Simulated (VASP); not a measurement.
Here is a VASP 6.6.1 calculation.

File INCAR:

```
  ALGO = Fast
  EDIFF = 1E-6
  ENCUT = 520
  GGA = PS
  ISIF = 2
  ISMEAR = 0
  LASPH = T
  LCHARG = F
  LREAL = F
  LWAVE = F
  NBANDS = 18
  NELM = 80
  PREC = Accurate
  SIGMA = 0.15
```

File KPOINTS:

```
k-points
0
Gamma
  20 20 20
```

Contents of POSCAR:

```
Cu
1.0
    1.1697251424     -3.8173228900      0.0000000000
    1.1697251424      3.8173228900      0.0000000000
    0.0000000000      0.0000000000      2.5745153444
Cu
2
Direct
    0.1338666500      0.8661333500      0.2500000000
    0.8661333500      0.1338666500      0.7500000000
```

Potentials or basis: VASP PAW PBE potentials, release 64 (Cu).

Launch:

```sh
$ cat potpaw_PBE.64/Cu/POTCAR > POTCAR
$ mpirun -np 1 vasp_std > vasp.out
```

Task: Predict the largest force.

Result: 0.080 eV/Å.

Task: What does it give for the band gap on the k mesh?

Result: Zero (bands 11 and 12 overlap by 5.62 eV).

Forces on the atoms (eV/Å):
```
Cu   0.000  0.080  0.000
Cu   0.000 -0.080  0.000
```

Caveat: the cell differs from its parent crystal (strain -0.040 along x and y, +0.040 along z); the PAW data sets were made with another functional, which shifts forces and pressure a little.
